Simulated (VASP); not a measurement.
Write the native input for VASP 6.6.1 that does the following.

- Task: single point
- Functional: PBE
- Potentials or basis: VASP PAW PBE potentials, release 64 (Ge_d, P)
- Cutoff: 520 eV
- k mesh: 6 × 6 × 6
- Occupations: gaussian, width 0.1 eV
- Spin: no spin polarisation
- Dipole correction: no
- Further INCAR settings: ALGO = Normal; EDIFF = 1e-06; NBANDS = 24

The structure of Ge2P lies in POSCAR:

```
Ge2P
1.0
    0.0000000000      2.8844436300      2.8844436300
    2.8844436300      0.0000000000      2.8844436300
    2.8844436300      2.8844436300      0.0000000000
Ge P
2 1
Direct
    0.7500000000      0.7500000000      0.7500000000
    0.2500000000      0.2500000000      0.2500000000
    0.0000000000      0.0000000000      0.0000000000
```

These files were run (other wordings do the same):

INCAR

```
PREC = Accurate
ENCUT = 520
EDIFF = 1E-6
ISMEAR = 0
SIGMA = 0.1
LREAL = F
LASPH = T
NELM = 100
ALGO = Normal
ISIF = 2
LWAVE = F
LCHARG = F
GGA = PE
NBANDS = 24
```

KPOINTS

```
Automatic mesh
0
Gamma
  6 6 6
```

Potentials or basis: VASP PAW PBE potentials, release 64 (Ge_d, P).

Command:

```bash
$ cat potpaw_PBE.64/Ge_d/POTCAR potpaw_PBE.64/P/POTCAR > POTCAR
$ mpirun -np 1 vasp_std > vasp.out
```

It gave:

The pressure is 20.0 GPa.

Wall time 8.3 s on 1 thread of Intel(R) Xeon(R) 6975P-C (Granite Rapids), on a shared host, peak memory 0.16 GiB.
